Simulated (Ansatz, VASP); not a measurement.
**C: VASP beside Ansatz**

The input INCAR:

```
SYSTEM = C
PREC     = Accurate       ! precision mode
ENCUT    = 520            ! plane-wave cutoff, eV
EDIFF    = 1E-6           ! SCF threshold, eV
ISMEAR   = -1             ! smearing method
SIGMA    = 0.03           ! smearing width, eV
LREAL    = .FALSE.        ! projectors in reciprocal space
LASPH    = .TRUE.         ! aspherical terms in the spheres
NELM     = 80             ! most SCF steps
ALGO     = Normal         ! electronic algorithm
ISIF     = 2              ! what is computed and relaxed
LWAVE    = .FALSE.        ! write WAVECAR
LCHARG   = .FALSE.        ! write CHGCAR
GGA      = PE             ! functional
NBANDS   = 11             ! bands
```

KPOINTS

```
regular mesh
0
G
  17 17 17
  0 0 0
```

File POSCAR:

```
C
1.0
    1.2177063095      0.7030430655      3.3188833681
   -1.2177063095      0.7030430655      3.3188833681
    0.0000000000     -1.4060861311      3.3188833681
C
2
Direct
    0.1640000000      0.1640000000      0.1640000000
    0.8360000000      0.8360000000      0.8360000000
```

Input for Ansatz:

```yaml
crystal:
  lattice:
    - [1.2177063095, 0.7030430655, 3.3188833681]
    - [-1.2177063095, 0.7030430655, 3.3188833681]
    - [0.0, -1.4060861311, 3.3188833681]
  atoms:
    - { symbol: C, position: [0.164, 0.164, 0.164] }
    - { symbol: C, position: [0.836, 0.836, 0.836] }
kpoints:
  mp_grid: { grid: [17, 17, 17] }
scf:
  occupations: { method: fermi_dirac, width: 0.03 }
hamiltonian:
  xc: pbe
  pseudopotentials: { kind: all_electron, lapw: { basis_error: 0.0005 } }
output:
  forces: true
  stress: true
  eigenvalues: true
```

Change from the starting cell: volume scaled by 0.975.

Alike in both runs: task single point; functional PBE; k mesh 17 × 17 × 17; occupations fermi-dirac, width 0.03 eV; no spin polarisation.

|  | VASP | Ansatz |
| --- | --- | --- |
| version | VASP 6.6.1 | Ansatz 0.2.0 |
| potentials or method | VASP PAW PBE potentials, release 64 (C), cutoff 520 eV | all-electron LAPW, scalar-relativistic |

Ansatz gave:

- pressure (GPa): 11.9
- traceless stress, the component that is largest in VASP (GPa): -8.42
- rms of the force components (eV/Å): 0.497

Task: What did VASP give for the same quantities?

Result: Pressure (GPa): 12.5; traceless stress, the component that is largest in VASP (GPa): -9.06; rms of the force components (eV/Å): 0.494.

Atom by atom the forces differ by 0.003 eV/Å (rms over components). Ansatz ran all-electron here, and VASP with PAW potentials.
